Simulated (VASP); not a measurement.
# SnTe3As (Pm-3m) in VASP: single point with PBE

Aim: the single point of SnTe3As with PBE.

Everything below comes from runs of VASP 6.6.1. Logs are shortened: lines on timing, memory, paths and dates and some standing lists are left out, and cuts for length are marked.

### Step 1. The cell of the first run

The structure is cubic, space group Pm-3m (No. 221). Conventional cell: a = 5.621 Å, b = 5.621 Å, c = 5.621 Å, α = 90.00°, β = 90.00°, γ = 90.00°. Within 3.7 Å of Sn (site symmetry m-3m) lie 6 Te at 2.81 Å. Te (site symmetry 4/mmm) has 2 Sn at 2.81 Å within 3.7 Å. Within 5.2 Å of As (site symmetry m-3m) lie 12 Te at 3.97 Å and 8 Sn at 4.87 Å.

The cell was built from a structure type or drawn by symmetry, and may not be a known phase.

### Step 2. Single point, PBE

INCAR

```
PREC     = Accurate       # precision mode
ENCUT    = 520            # plane-wave cutoff, eV
EDIFF    = 1E-6           # SCF threshold, eV
ISMEAR   = 0              # smearing method
SIGMA    = 0.1            # smearing width, eV
LREAL    = False          # projectors in reciprocal space
LASPH    = True           # aspherical terms in the spheres
NELM     = 100            # most SCF steps
ALGO     = Normal         # electronic algorithm
ISIF     = 2              # what is computed and relaxed
LWAVE    = False          # write WAVECAR
LCHARG   = False          # write CHGCAR
GGA      = PE             # functional
NBANDS   = 26             # bands
```

KPOINTS

```
Automatic mesh
0
Gamma
  4 4 4
```

POSCAR

```
SnTe3As
1.0
    5.6210384900      0.0000000000      0.0000000000
    0.0000000000      5.6210384900      0.0000000000
    0.0000000000      0.0000000000      5.6210384900
Sn Te As
1 3 1
Direct
    0.0000000000      0.0000000000      0.0000000000
    0.5000000000      0.0000000000      0.0000000000
    0.0000000000      0.5000000000      0.0000000000
    0.0000000000      0.0000000000      0.5000000000
    0.5000000000      0.5000000000      0.5000000000
```

Potentials or basis: VASP PAW PBE potentials, release 64 (Sn_d, Te, As).

On the command line:

```
cat potpaw_PBE.64/Sn_d/POTCAR potpaw_PBE.64/Te/POTCAR potpaw_PBE.64/As/POTCAR > POTCAR
mpirun -np 1 vasp_std > vasp.out
```

OUTCAR:

```text
PREC = Accurate
   ENCUT = 520
   EDIFF = 1E-6
   ISMEAR = 0
   LREAL = False
   LASPH = True
   NELM = 100
   ISIF = 2
   GGA = PE

 ion  position               nearest neighbor table
   1  0.000  0.000  0.000-   2 2.81   3 2.81   4 2.81   4 2.81   3 2.81   2 2.81
   2  0.500  0.000  0.000-   1 2.81   1 2.81
   3  0.000  0.500  0.000-   1 2.81   1 2.81
   4  0.000  0.000  0.500-   1 2.81   1 2.81
   5  0.500  0.500  0.500-

  LATTYP: Found a simple cubic cell.
 ALAT       =     5.6210384900

  Lattice vectors:

 A1 = (   5.6210384900,   0.0000000000,   0.0000000000)
 A2 = (   0.0000000000,   5.6210384900,   0.0000000000)
 A3 = (   0.0000000000,   0.0000000000,   5.6210384900)

Analysis of symmetry for initial positions (statically):
=====================================================================
 Subroutine PRICEL returns:
 Original cell was already a primitive cell.

 Routine SETGRP: Setting up the symmetry group for a
 simple cubic supercell.

 Subroutine GETGRP returns: Found 48 space group operations
 (whereof 48 operations were pure point group operations)
 out of a pool of 48 trial point group operations.

The static configuration has the point symmetry O_h .

Analysis of symmetry for dynamics (positions and initial velocities):
=====================================================================
 Subroutine PRICEL returns:
 Original cell was already a primitive cell.

 Routine SETGRP: Setting up the symmetry group for a
 simple cubic supercell.

 Subroutine GETGRP returns: Found 48 space group operations
 (whereof 48 operations were pure point group operations)
 out of a pool of 48 trial point group operations.

The dynamic configuration has the point symmetry O_h .

 Subroutine INISYM returns: Found 48 space group operations
 (whereof 48 operations are pure point group operations),
 and found     1 'primitive' translations

----------------------------------------------------------------------------------------

                                     Primitive cell

  volume of cell :     177.6027

  direct lattice vectors                    reciprocal lattice vectors
     5.621038490  0.000000000  0.000000000     0.177903069  0.000000000  0.000000000
     0.000000000  5.621038490  0.000000000     0.000000000  0.177903069  0.000000000
     0.000000000  0.000000000  5.621038490     0.000000000  0.000000000  0.177903069

  length of vectors
     5.621038490  5.621038490  5.621038490     0.177903069  0.177903069  0.177903069

  position of ions in fractional coordinates (direct lattice)
     0.000000000  0.000000000  0.000000000
     0.500000000  0.000000000  0.000000000
     0.000000000  0.500000000  0.000000000
     0.000000000  0.000000000  0.500000000
     0.500000000  0.500000000  0.500000000

  ion indices of the primitive-cell ions
   primitive index   ion index
                 1           1
                 2           2
                 3           3
                 4           4
                 5           5

----------------------------------------------------------------------------------------

 KPOINTS: Automatic mesh

Automatic generation of k-mesh.
 Grid dimensions read from file:
 generate k-points for:    4    4    4

 Generating k-lattice:

  Cartesian coordinates                     Fractional coordinates (reciprocal lattice)
     0.044475767  0.000000000  0.000000000     0.250000000  0.000000000  0.000000000
     0.000000000  0.044475767  0.000000000     0.000000000  0.250000000  0.000000000
     0.000000000  0.000000000  0.044475767     0.000000000  0.000000000  0.250000000

  Length of vectors
     0.044475767  0.044475767  0.044475767

  Shift w.r.t. Gamma in fractional coordinates (k-lattice)
     0.000000000  0.000000000  0.000000000

 Subroutine IBZKPT returns following result:
 ===========================================

 Found     10 irreducible k-points:

 Following reciprocal coordinates:
            Coordinates               Weight
  0.000000  0.000000  0.000000      1.000000
  0.250000  0.000000  0.000000      6.000000
  0.500000  0.000000  0.000000      3.000000
  0.250000  0.250000  0.000000     12.000000
  0.500000  0.250000  0.000000     12.000000
  0.500000  0.500000  0.000000      3.000000
  0.250000  0.250000  0.250000      8.000000
  0.500000  0.250000  0.250000     12.000000
  0.500000  0.500000  0.250000      6.000000
  0.500000  0.500000  0.500000      1.000000
   k-points           NKPTS =     10   k-points in BZ     NKDIM =     10   number of bands    NBANDS=     26
   number of dos      NEDOS =    301   number of ions     NIONS =      5
   total plane-waves  NPLWV =  74088
   dimension x,y,z NGX =    42 NGY =   42 NGZ =   42
   dimension x,y,z NGXF=    84 NGYF=   84 NGZF=   84
   ions per type =               1   3   1
   NGX,Y,Z   is equivalent  to a cutoff of  12.42, 12.42, 12.42 a.u.
   NGXF,Y,Z  is equivalent  to a cutoff of  24.84, 24.84, 24.84 a.u.
 SYSTEM =  unknown system
   PREC   = accura    normal or accurate (medium, high low for compatibility)
   ISTART =      0    job   : 0-new  1-cont  2-samecut
   ICHARG =      2    charge: 1-file 2-atom 10-const
   ISPIN  =      1    spin polarized calculation?
   LNONCOLLINEAR =      F non collinear calculations
   LSORBIT =      F    spin-orbit coupling
   LASPH  =      T    aspherical Exc in radial PAW
   ENCUT  =  520.0 eV  38.22 Ry    6.18 a.u.  10.45 10.45 10.45*2*pi/ulx,y,z
   NELM   =    100;   NELMIN=  2; NELMDL= -5     # of ELM steps
   EDIFF  = 0.1E-05   stopping-criterion for ELM
   LREAL  =      F    real-space projection
   EDIFFG = 0.1E-04   stopping-criterion for IOM
   NSW    =      0    number of steps for IOM
   IBRION =     -1    ionic relax: 0-MD 1-quasi-New 2-CG
   NFREE  =      0    steps in history (QN), initial steepest desc. (CG)
   ISIF   =      2    stress and relaxation
   ISYM   =      2    0-nonsym 1-usesym 2-fastsym
   POTIM  = 0.5000    time-step for ionic-motion
   TEBEG  =    0.0;   TEEND  =   0.0 temperature during run
   PSTRESS=    0.0 pullay stress
   NELECT =      37.0000    total number of electrons
   NUPDOWN=      -1.0000    fix difference up-down
   EMIN   =  10.00;   EMAX   =-10.00  energy-range for DOS
   EFERMI =   0.00;   METHOD = LEGACY
   ISMEAR =     0;   SIGMA  =   0.10  broadening in eV -4-tet -1-fermi 0-gaus
   EFERMI_NEDOS =   21; number of points for ismear=-14 and -15
   IALGO  =     38    algorithm
   IMIX   =      4    mixing-type and parameters
     AMIX     =   0.40;   BMIX     =  1.00
     AMIX_MAG =   1.60;   BMIX_MAG =  1.00
  volume/ion in A,a.u.               =      35.52       239.70
  Fermi-wavevector in a.u.,A,eV,Ry     =   0.970492  1.833965 12.814724  0.941856
  Thomas-Fermi vector in A             =   2.100632
   LORBIT       =      0    0 simple, 1 ext, 2 COOP (PROOUT), +10 PAW based schemes
   GGA     = PE    functional components
   LHFCALC =     F    Hartree Fock is set to
   AEXX    =    0.0000 exact exchange contribution
   IVDW    =     0    specifies the selected vdW correction
   LEPSILON=     F    determine dielectric tensor
   LRPA    =     F    only Hartree local field effects (RPA)
 non-spin polarized calculation
 Gauss-broadening in eV      SIGMA  =   0.10
  energy-cutoff  :      520.00
  volume of cell :      177.60
 maximum number of plane-waves:      4801
 NGX is ok and might be reduce to    42
   NGX = 21   NGY = 21   NGZ = 21

 number of electron      37.0000022 magnetization

 Free energy of the ion-electron system (eV)
  ---------------------------------------------------
  ext. energy  EPLUGINS =         0.00000000
  ---------------------------------------------------
  free energy    TOTEN  =       -13.70624835 eV

  energy without entropy =      -13.66764089  energy(sigma->0) =      -13.68694462

 E-fermi :   3.9748     XC(G=0):  -8.7190

 val. band max:        3.8933097752   @ k =   0.5000   0.2500   0.0000
 cond. band min:       4.0299444620   @ k =   0.5000   0.2500   0.2500
 fundamental gap:      0.1366346869
 Fermi energy:         3.9747690647

 k-point     1 :       0.0000    0.0000    0.0000
  band No.  band energies     occupation
      1     -17.8783      2.00000
      2     -17.8783      2.00000
      3     -17.7895      2.00000
      4     -17.7895      2.00000
      5     -17.7895      2.00000
      6      -8.4655      2.00000
[... 18 lines left out ...]
     25       8.3763      0.00000
     26       8.7499      0.00000

 k-point     2 :       0.2500    0.0000    0.0000
  band No.  band energies     occupation
      1     -17.8783      2.00000
      2     -17.8772      2.00000
      3     -17.7900      2.00000
      4     -17.7900      2.00000
      5     -17.7895      2.00000
      6      -8.2716      2.00000
[... 18 lines left out ...]
     25       9.4321      0.00000
     26       9.4330      0.00000

 k-point     3 :       0.5000    0.0000    0.0000
  band No.  band energies     occupation
      1     -17.8782      2.00000
      2     -17.8761      2.00000
      3     -17.7905      2.00000
      4     -17.7905      2.00000
      5     -17.7895      2.00000
      6      -7.9592      2.00000
[... 18 lines left out ...]
     25      10.4011      0.00000
     26      10.5711      0.00000

 k-point     4 :       0.2500    0.2500    0.0000
  band No.  band energies     occupation
      1     -17.8777      2.00000
      2     -17.8766      2.00000
      3     -17.7905      2.00000
      4     -17.7900      2.00000
      5     -17.7900      2.00000
      6      -8.0745      2.00000
[... 18 lines left out ...]
     25       9.4924      0.00000
     26       9.6955      0.00000
[... 90 lines left out ...]
      1     -17.8766      2.00000
      2     -17.8755      2.00000
      3     -17.7911      2.00000
      4     -17.7911      2.00000
      5     -17.7905      2.00000
      6      -7.5355      2.00000
[... 18 lines left out ...]
     25       9.2548      0.00000
     26      10.2972      0.00000

 k-point     9 :       0.5000    0.5000    0.2500
  band No.  band energies     occupation
      1     -17.8761      2.00000
      2     -17.8749      2.00000
      3     -17.7916      2.00000
      4     -17.7911      2.00000
      5     -17.7911      2.00000
      6      -7.1169      2.00000
[... 18 lines left out ...]
     25       9.0803      0.00000
     26      10.1283      0.00000

 k-point    10 :       0.5000    0.5000    0.5000
  band No.  band energies     occupation
      1     -17.8749      2.00000
      2     -17.8749      2.00000
      3     -17.7916      2.00000
      4     -17.7916      2.00000
      5     -17.7916      2.00000
      6      -6.7697      2.00000
[... 18 lines left out ...]
     25       7.4124      0.00000
     26       9.3071      0.00000

------------------------ aborting loop because EDIFF is reached ----------------------------------------

  FORCE on cell =-STRESS in cart. coord.  units (eV):
  Direction    XX          YY          ZZ          XY          YZ          ZX
  --------------------------------------------------------------------------------------
  -------------------------------------------------------------------------------------
  Total        0.8515894      0.8515894      0.8515894     -0.0000000     -0.0000000      0.0000000
  in kB        7.6822978      7.6822978      7.6822978     -0.0000000     -0.0000000      0.0000000
  external PRESSURE =       7.6822978 kB  Pullay stress =       0.0000000 kB

 VOLUME and BASIS-vectors are now :
 -----------------------------------------------------------------------------
  energy-cutoff  :      520.00
  volume of cell :      177.60
      direct lattice vectors                 reciprocal lattice vectors
     5.621038490  0.000000000  0.000000000     0.177903069  0.000000000  0.000000000
     0.000000000  5.621038490  0.000000000     0.000000000  0.177903069  0.000000000
     0.000000000  0.000000000  5.621038490     0.000000000  0.000000000  0.177903069

 POSITION                                       TOTAL-FORCE (eV/Angst)
 -----------------------------------------------------------------------------------
      0.00000      0.00000      0.00000         0.000000      0.000000      0.000000
      2.81052      0.00000      0.00000         0.000000      0.000000      0.000000
      0.00000      2.81052      0.00000         0.000000      0.000000      0.000000
      0.00000      0.00000      2.81052         0.000000      0.000000      0.000000
      2.81052      2.81052      2.81052         0.000000      0.000000      0.000000
 -----------------------------------------------------------------------------------
    total drift:                               -0.000000      0.000000     -0.000000

  FREE ENERGIE OF THE ION-ELECTRON SYSTEM (eV)
  ---------------------------------------------------
  free  energy   TOTEN  =       -13.7062483469 eV

  energy  without entropy=      -13.6676408899  energy(sigma->0) =      -13.68694462
```

Wall time 46 s (1 thread of Intel Xeon Platinum 8259CL at 2.50GHz (Skylake/Cascade Lake), shared host); peak memory 0.27 GiB.

What came out:

```yaml
Free_energy: -13.7062 eV
Pressure: 0.8 GPa
Band_gap_on_the_k_mesh: zero (an odd number of electrons rules out a gap without spin polarisation)
```

Caveat: spin-orbit coupling is left out, which moves the levels of the heavy elements.
